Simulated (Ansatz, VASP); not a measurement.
**Sn3Se: VASP beside Ansatz**

```
Sn Se
1.0
     0.00000    3.72795    3.72795
     3.72795    0.00000    3.72795
     3.72795    3.72795    0.00000
Sn Se
3 1
Direct
  0.25000 0.25000 0.25000
  0.75000 0.75000 0.75000
  0.50000 0.50000 0.50000
  0.00000 0.00000 0.00000
```

Alike in both runs: task single point; functional PBE; k mesh 12 × 12 × 12; occupations gaussian, width 0.15 eV; no spin polarisation.

|  | VASP | Ansatz |
| --- | --- | --- |
| version | VASP 6.6.1 | Ansatz 0.2.0 |
| potentials or method | VASP PAW PBE potentials, release 64 (Sn_d, Se), cutoff 520 eV | scalar-relativistic, plane waves, PAW |
| valence electrons in the cell | 48 | 58 |

```tsv
	VASP	Ansatz	Ansatz less VASP
gap on the k mesh at the Fermi level (eV)	none	none	-
pressure (GPa)	0.1	0.1	+0.01
```

A gap of «none» marks a metal or a gap that the smearing closes. The functional is the same, so the differences come from potentials, cutoffs and numerics. VASP's potentials hold 48 valence electrons a cell and Ansatz's 58, so a difference there can come from the potentials and not from the codes.
